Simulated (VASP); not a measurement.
# NiMoIrPdW (P3m1) in VASP: electric field gradients with PBE

Aim: the electric field gradients of NiMoIrPdW with PBE.

All numbers are computed with VASP 6.6.1; they aren't measurements. Logs are shortened: lines on timing, memory, paths and dates and some standing lists are left out, and cuts for length are marked.

## 1. The cell of the first run

It takes space group P3m1 (No. 156, trigonal). Conventional cell: a = 2.766 Å, b = 2.766 Å, c = 11.023 Å, α = 90.00°, β = 90.00°, γ = 120.00°. Within 3.4 Å of Ni (site symmetry 3m) lie 3 Mo at 2.60 Å and 3 Pd at 2.71 Å and 6 Ni at 2.77 Å. Within 3.4 Å of Mo (site symmetry 3m) lie 3 Ni at 2.60 Å and 6 Mo at 2.77 Å and 3 Ir at 2.82 Å. Pd (site symmetry 3m) has 3 Ni at 2.71 Å and 3 W at 2.74 Å and 6 Pd at 2.77 Å within 3.6 Å. Ir (site symmetry 3m) has 3 W at 2.74 Å and 6 Ir at 2.77 Å and 3 Mo at 2.82 Å within 3.6 Å. W (site symmetry 3m) has 3 Pd at 2.74 Å and 3 Ir at 2.74 Å and 6 W at 2.77 Å within 3.6 Å.

## 2. Electric field gradients, PBE, collinear spin, ferromagnetic start

Input file INCAR:

```
PREC = Accurate
ENCUT = 520
EDIFF = 1E-8
ISMEAR = -1
SIGMA = 0.05
LREAL = F
LASPH = T
NELM = 150
ALGO = Fast
ISIF = 2
LWAVE = F
LCHARG = F
ISPIN = 2
MAGMOM = 1 1 0 0.6 0
LORBIT = 11
LMAXMIX = 4
GGA = PE
LEFG = T
NBANDS = 40
LUSENCCL = F
```

Input file KPOINTS:

```
Automatic mesh
0
Gamma
  11 11 3
```

Input file POSCAR:

```
NiMoIrPdW
1.0
    2.7661600000      0.0000000000      0.0000000000
   -1.3830800000      2.3955700000      0.0000000000
    0.0000000000      0.0000000000     11.0229200000
Ni Mo Pd Ir W
1 1 1 1 1
Direct
    0.3333300000      0.6666700000      0.5971200000
    0.0000000000      0.0000000000      0.4107400000
    0.6666700000      0.3333300000      0.7952000000
    0.6666700000      0.3333300000      0.1996000000
    0.3333300000      0.6666700000      0.9973400000
```

Potentials or basis: VASP PAW PBE potentials, release 64 (Ni, Mo_sv, Pd, Ir, W_sv).

On the command line:

```sh
$ cat potpaw_PBE.64/Ni/POTCAR potpaw_PBE.64/Mo_sv/POTCAR potpaw_PBE.64/Pd/POTCAR potpaw_PBE.64/Ir/POTCAR potpaw_PBE.64/W_sv/POTCAR > POTCAR
$ mpirun -np 1 vasp_std > vasp.out
```

OUTCAR:

```text
PREC = Accurate
   ENCUT = 520
   EDIFF = 1E-8
   ISMEAR = -1
   LREAL = F
   LASPH = T
   NELM = 150
   ISIF = 2
   ISPIN = 2
   LORBIT = 11
   GGA = PE

 ion  position               nearest neighbor table
   1  0.333  0.667  0.597-   2 2.60   2 2.60   2 2.60   3 2.71   3 2.71   3 2.71
   2  0.000  0.000  0.411-   1 2.60   1 2.60   1 2.60   4 2.82   4 2.82   4 2.82
   3  0.667  0.333  0.795-   1 2.71   1 2.71   1 2.71   5 2.74   5 2.74   5 2.74
   4  0.667  0.333  0.200-   5 2.74   5 2.74   5 2.74   2 2.82   2 2.82   2 2.82
   5  0.333  0.667  0.997-   3 2.74   3 2.74   3 2.74   4 2.74   4 2.74   4 2.74

  LATTYP: Found a hexagonal cell.
 ALAT       =     2.7661600000
 C/A-ratio  =     3.9849177199

  Lattice vectors:

 A1 = (   2.7661600000,   0.0000000000,   0.0000000000)
 A2 = (  -1.3830800000,   2.3955700000,   0.0000000000)
 A3 = (   0.0000000000,   0.0000000000,  11.0229200000)

Analysis of symmetry for initial positions (statically):
=====================================================================
 Subroutine PRICEL returns:
 Original cell was already a primitive cell.

 Routine SETGRP: Setting up the symmetry group for a
 hexagonal supercell.

 Subroutine GETGRP returns: Found  2 space group operations
 (whereof  2 operations were pure point group operations)
 out of a pool of 24 trial point group operations.

The static configuration has the point symmetry C_1h.

Analysis of symmetry for dynamics (positions and initial velocities):
=====================================================================
 Subroutine PRICEL returns:
 Original cell was already a primitive cell.

 Routine SETGRP: Setting up the symmetry group for a
 hexagonal supercell.

 Subroutine GETGRP returns: Found  2 space group operations
 (whereof  2 operations were pure point group operations)
 out of a pool of 24 trial point group operations.

The dynamic configuration has the point symmetry C_1h.

Analysis of structural, dynamic, and magnetic symmetry:
=====================================================================
 Subroutine PRICEL returns:
 Original cell was already a primitive cell.

 Routine SETGRP: Setting up the symmetry group for a
 hexagonal supercell.

 Subroutine GETGRP returns: Found  2 space group operations
 (whereof  2 operations were pure point group operations)
 out of a pool of 24 trial point group operations.

The overall configuration has the point symmetry C_1h.

 Subroutine INISYM returns: Found  2 space group operations
 (whereof  2 operations are pure point group operations),
 and found     1 'primitive' translations

----------------------------------------------------------------------------------------

                                     Primitive cell

  volume of cell :      73.0437

  direct lattice vectors                    reciprocal lattice vectors
     2.766160000  0.000000000  0.000000000     0.361511988  0.208718593 -0.000000000
    -1.383080000  2.395570000  0.000000000     0.000000000  0.417437186  0.000000000
     0.000000000  0.000000000 11.022920000     0.000000000 -0.000000000  0.090720063

  length of vectors
     2.766160000  2.766164477 11.022920000     0.417437862  0.417437186  0.090720063

  position of ions in fractional coordinates (direct lattice)
     0.333330000  0.666670000  0.597120000
     0.000000000  0.000000000  0.410740000
     0.666670000  0.333330000  0.795200000
     0.666670000  0.333330000  0.199600000
     0.333330000  0.666670000  0.997340000

  ion indices of the primitive-cell ions
   primitive index   ion index
                 1           1
                 2           2
                 3           3
                 4           4
                 5           5

[... 92 lines left out ...]
  volume/ion in A,a.u.               =      14.61        98.58
  Fermi-wavevector in a.u.,A,eV,Ry     =   1.507204  2.848203 30.907883  2.271665
  Thomas-Fermi vector in A             =   2.617821
   LORBIT       =     11    0 simple, 1 ext, 2 COOP (PROOUT), +10 PAW based schemes
   GGA     = PE    functional components
   LHFCALC =     F    Hartree Fock is set to
   AEXX    =    0.0000 exact exchange contribution
   IVDW    =     0    specifies the selected vdW correction
   LEPSILON=     F    determine dielectric tensor
   LRPA    =     F    only Hartree local field effects (RPA)
 spin polarized calculation
 RMM-DIIS sequential band-by-band and
  energy-cutoff  :      520.00
  volume of cell :       73.04
 maximum number of plane-waves:      1983
 NGX is ok and might be reduce to    24
   NGX = 11   NGY = 11   NGZ = 41

 number of electron      56.9999996 magnetization       0.0002752

 number of electron      56.9999996 magnetization      -0.0001652

 Free energy of the ion-electron system (eV)
  ---------------------------------------------------
  ext. energy  EPLUGINS =         0.00000000
  ---------------------------------------------------
  free energy    TOTEN  =       -43.39861242 eV

  energy without entropy =      -43.35280372  energy(sigma->0) =      -43.37570807

 E-fermi :  10.4767     XC(G=0): -13.3382

 val. band max:       10.4754415371   @ k =  -0.3636   0.3636   0.0000
 cond. band min:      10.4792221489   @ k =   0.4545   0.4545   0.0000
 fundamental gap:      0.0037806117
 Fermi energy:        10.4766754030

 spin component 1

 k-point     1 :       0.0000    0.0000    0.0000
  band No.  band energies     occupation
      1     -63.6497      1.00000
      2     -50.5857      1.00000
      3     -28.0417      1.00000
      4     -27.2180      1.00000
      5     -27.2180      1.00000
      6     -24.7709      1.00000
[... 1021 lines left out ...]
     39      18.0265      0.00000
     40      19.1720      0.00000

 [... further k-points ...]

 spin component 2

 k-point     1 :       0.0000    0.0000    0.0000
  band No.  band energies     occupation
      1     -63.6497      1.00000
      2     -50.5857      1.00000
      3     -28.0417      1.00000
      4     -27.2180      1.00000
      5     -27.2180      1.00000
      6     -24.7709      1.00000
[... 1021 lines left out ...]
     39      18.0264      0.00000
     40      19.1722      0.00000

 [... further k-points ...]

------------------------ aborting loop because EDIFF is reached ----------------------------------------

  FORCE on cell =-STRESS in cart. coord.  units (eV):
  Direction    XX          YY          ZZ          XY          YZ          ZX
  --------------------------------------------------------------------------------------
  -------------------------------------------------------------------------------------
  Total        0.4373563      0.4373739     -0.2402662      0.0000136      0.0000102     -0.0000178
  in kB        9.5931915      9.5935783     -5.2701192      0.0002992      0.0002228     -0.0003905
  external PRESSURE =       4.6388835 kB  Pullay stress =       0.0000000 kB

 VOLUME and BASIS-vectors are now :
 -----------------------------------------------------------------------------
  energy-cutoff  :      520.00
  volume of cell :       73.04
      direct lattice vectors                 reciprocal lattice vectors
     2.766160000  0.000000000  0.000000000     0.361511988  0.208718593 -0.000000000
    -1.383080000  2.395570000  0.000000000     0.000000000  0.417437186  0.000000000
     0.000000000  0.000000000 11.022920000     0.000000000 -0.000000000  0.090720063

 POSITION                                       TOTAL-FORCE (eV/Angst)
 -----------------------------------------------------------------------------------
     -0.00001      1.59705      6.58201         0.000037     -0.000022     -0.026253
      0.00000      0.00000      4.52755        -0.000000      0.000000     -0.064523
      1.38309      0.79852      8.76543        -0.000073      0.000042     -0.093369
      1.38309      0.79852      2.20017        -0.000098      0.000057      0.040326
     -0.00001      1.59705     10.99360         0.000134     -0.000078      0.143820
 -----------------------------------------------------------------------------------
    total drift:                               -0.000000     -0.000001      0.000089

  FREE ENERGIE OF THE ION-ELECTRON SYSTEM (eV)
  ---------------------------------------------------
  free  energy   TOTEN  =       -43.3986124194 eV

  energy  without entropy=      -43.3528037195  energy(sigma->0) =      -43.37570807

 Electric field gradients (V/A^2)
---------------------------------------------------------------------
 ion       V_xx      V_yy      V_zz      V_xy      V_xz      V_yz
---------------------------------------------------------------------
   1      -9.497    -9.504    19.000     0.003     0.001    -0.000
   2     -13.814   -13.862    27.676     0.015    -0.002     0.001
   3     -17.412   -17.421    34.833     0.003     0.002    -0.001
   4      40.380    40.365   -80.744     0.003     0.002    -0.001
   5     -18.590   -18.716    37.306     0.027     0.002    -0.001
---------------------------------------------------------------------

 Electric field gradients after diagonalization (V/A^2)
 (convention: |V_zz| > |V_xx| > |V_yy|)
----------------------------------------------------------------------
 ion       V_xx      V_yy      V_zz     asymmetry (V_yy - V_xx)/ V_zz
----------------------------------------------------------------------
   1      -9.504    -9.496    19.000       0.000
   2     -13.866   -13.809    27.676       0.002
   3     -17.422   -17.411    34.833       0.000
   4      40.380    40.364   -80.744       0.000
   5     -18.722   -18.585    37.306       0.004
----------------------------------------------------------------------

           NMR quadrupolar parameters

 Cq : quadrupolar parameter    Cq=e*Q*V_zz/h
 eta: asymmetry parameters     (V_yy - V_xx)/ V_zz
 Q  : nuclear electric quadrupole moment in mb (millibarn)
----------------------------------------------------------------------
 ion       Cq(MHz)       eta       Q (mb)
----------------------------------------------------------------------
   1       0.046       0.000       1.000
   2       0.067       0.002       1.000
   3       0.084       0.000       1.000
   4      -0.195       0.000       1.000
   5       0.090       0.004       1.000
----------------------------------------------------------------------

 total charge

# of ion       s       p       d       tot
------------------------------------------
    1        0.464   0.395   8.314   9.173
    2        2.376   6.183   3.897  12.456
    3        0.535   0.559   8.483   9.577
    4        0.690   0.724   6.973   8.386
    5        2.410   6.309   3.352  12.072
--------------------------------------------------
tot          6.475  14.170  31.019  51.664

 magnetization (x)

# of ion       s       p       d       tot
------------------------------------------
    1       -0.000   0.000  -0.000  -0.000
    2       -0.000   0.000  -0.000  -0.000
    3       -0.000   0.000  -0.000  -0.000
    4        0.000   0.000   0.000   0.000
    5       -0.000   0.000  -0.000  -0.000
--------------------------------------------------
tot         -0.000   0.000  -0.000  -0.000
```

Run time: 29 min. Hardware: 1 × NVIDIA H100 80GB with 1 thread of AMD EPYC 7R13 (Zen 3), shared host; peak memory 1.6 GiB.

What came out:

```yaml
Free_energy: -43.3986 eV
Pressure: 0.5 GPa
Largest_force: 0.144 eV/Å
Net_moment: 0.00 μB per cell
Largest_electric_field_gradient_by_atom: Ni +19.0; Mo +27.7; Pd +34.8; Ir -80.7; W +37.3 V/Å²
Valence_electrons_inside_the_program's_atomic_spheres: Ni 9.17; Mo 12.46; Pd 9.58; Ir 8.39; W 12.07
```

Forces in eV/Å, atoms in the order of the input:
```
Ni   0.000  0.000 -0.026
Mo   0.000  0.000 -0.065
Pd   0.000  0.000 -0.093
Ir   0.000  0.000  0.040
W    0.000  0.000  0.144
```

Electric field gradients, principal values (V/Å²):
```tsv
atom	least	middle	greatest (by size)
1 Ni	-9.496	-9.504	19.000
2 Mo	-13.809	-13.866	27.676
3 Pd	-17.411	-17.422	34.833
4 Ir	40.364	40.380	-80.744
5 W	-18.585	-18.722	37.306
```

Caveat: the moments typed at the start vanished in this run; without QUAD_EFG the Cq values of the log hold for a quadrupole moment of 1 mb, not for the nuclei; spin-orbit coupling is left out, which moves the levels of the heavy elements.
